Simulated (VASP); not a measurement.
A run of VASP 6.6.1:

Contents of INCAR:

```
SYSTEM = PbS
ALGO = Normal ; EDIFF = 1E-6
ENCUT = 520 ; GGA = PS
ISIF = 2 ; ISMEAR = 0
LASPH = .TRUE. ; LCHARG = .TRUE.
LELF = .TRUE. ; LREAL = .FALSE.
LVHAR = .TRUE. ; LWAVE = .FALSE.
NBANDS = 17 ; NELM = 100
PREC = Accurate ; SIGMA = 0.01
```

The input KPOINTS:

```
k-points
0
G
  6 6 6
  0 0 0
```

Contents of POSCAR:

```
PbS
1.0
    2.1126617100      1.2197458000      3.4519162500
   -2.1126617100      1.2197458000      3.4519162500
    0.0000000000     -2.4394916100      3.4519162500
Pb S
1 1
Direct
    0.9805657823      0.9805657823      0.9805657782
    0.4750355513      0.4750355513      0.4750355494
```

Potentials or basis: VASP PAW PBE potentials, release 64 (Pb_d, S).

Run with:

```sh
$ cat potpaw_PBE.64/Pb_d/POTCAR potpaw_PBE.64/S/POTCAR > POTCAR
$ mpirun -np 1 vasp_std > vasp.out
```

Hardware: 1 thread of Intel Xeon 6975P-C, on a shared host.

**Question.** How long does it take, and how much memory?

**Answer.** Run time: 41 s on 1 thread of Intel Xeon 6975P-C, on a shared host, peak memory 0.16 GiB. Counts: scf iterations 12, k points 32.
